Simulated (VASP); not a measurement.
Wanted: the native input for a VASP 6.6.1 run.

* Task: single point
* Functional: PBE
* Potentials or basis: VASP PAW PBE potentials, release 64 (Ni, O)
* Cutoff: 520 eV
* k mesh: 11 × 11 × 11
* Occupations: fermi-dirac, width 0.05 eV
* Spin: collinear spin, ferromagnetic start
* Starting moments: [1.0, 0.0] μB
* Dipole correction: no
* Further INCAR settings: ALGO = Normal; EDIFF = 1e-06; NBANDS = 19

The structure of NiO lies in POSCAR:

```
NiO
1.0
    0.0000000000      2.0483303900      2.0483303900
    2.0483303900      0.0000000000      2.0483303900
    2.0483303900      2.0483303900      0.0000000000
Ni O
1 1
Direct
    0.0000000000      0.0000000000      0.0000000000
    0.7500000000      0.7500000000      0.7500000000
```

This cell differs from its parent crystal: volume scaled by 0.98.

The input as run:

INCAR

```
PREC = Accurate ; ENCUT = 520
EDIFF = 1E-6 ; ISMEAR = -1
SIGMA = 0.05 ; LREAL = False
LASPH = True ; NELM = 150
ALGO = Normal ; ISIF = 2
LWAVE = False ; LCHARG = False
ISPIN = 2 ; MAGMOM = 1 0
LORBIT = 11 ; LMAXMIX = 4
GGA = PE ; NBANDS = 19
```

KPOINTS

```
Automatic mesh
0
Gamma
  11 11 11
```

Potentials or basis: VASP PAW PBE potentials, release 64 (Ni, O).

Command:

```console
$ cat potpaw_PBE.64/Ni/POTCAR potpaw_PBE.64/O/POTCAR > POTCAR
$ mpirun -np 1 vasp_std > vasp.out
```

It gave:

```
Pressure                                              : 68.7 GPa
Net moment                                            : 0.92 μB per cell
Site moments                                          : Ni +0.73; O +0.17 μB
Valence electrons inside the program's atomic spheres : Ni 9.82; O 5.11
```

Caveat: a cell with one magnetic atom can't hold antiferromagnetic order, which such compounds often take.

Run time: 15 s on 1 thread of Intel(R) Xeon(R) 6975P-C (Granite Rapids) (shared host), peak memory 0.16 GiB.
